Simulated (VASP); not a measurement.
Runs of VASP 6.6.1 on HfO2. The structure is that of space group Fm-3m (No. 225), or close to it. The cells are those of the table. 

| task | cell | k mesh | cutoff (eV) | smearing | gap on the mesh (eV) | pressure (GPa) |
| --- | --- | --- | --- | --- | --- | --- |
| single point | a = 3.562 Å, angles 60.0°, 3 atoms | 8 × 8 × 8 | 520 | gaussian 0.01 eV | 3.72 | -2.7 |
| single point | a = 3.571 Å, angles 60.0°, 3 atoms | 8 × 8 × 8 | 600 | gaussian 0.01 eV | 3.70 | (a) |
| relaxation of cell and atoms | relaxed from a = 3.569 Å, angles 60.0°, 3 atoms | 8 × 8 × 8 | 600 | gaussian 0.02 eV | 3.75 | 0.0 |
| single point | a = 3.569 Å, angles 60.0°, 3 atoms | 6 × 6 × 6 | 520 | gaussian 0.1 eV | (c) | -4.2 |
| relaxation of cell and atoms | relaxed to 25 GPa from a = 3.566 Å, angles 60.0°, 3 atoms | 8 × 8 × 8 | 600 | gaussian 0.01 eV | 3.95 | 25.0 |
| single point | a = 3.473 Å, angles 60.0°, 3 atoms | 8 × 8 × 8 | 520 | gaussian 0.01 eV | (b) | 20.6 |

Alike in all rows: level PBEsol; potentials or basis VASP PAW PBE potentials, release 64 (Hf_pv, O); no spin polarisation.

Q: Fill in the values left out.

A: (a) -4.9; (b) 3.91; (c) 3.71.

Caveats: the PAW data sets were made with another functional, which shifts forces and pressure a little; spin-orbit coupling is left out, which moves the levels of the heavy elements; the cell is relaxed towards a set pressure, so the enthalpy falls and the energy may rise (some runs).

A k mesh can miss the band edges, and the runs leave out spin-orbit coupling on Hf.
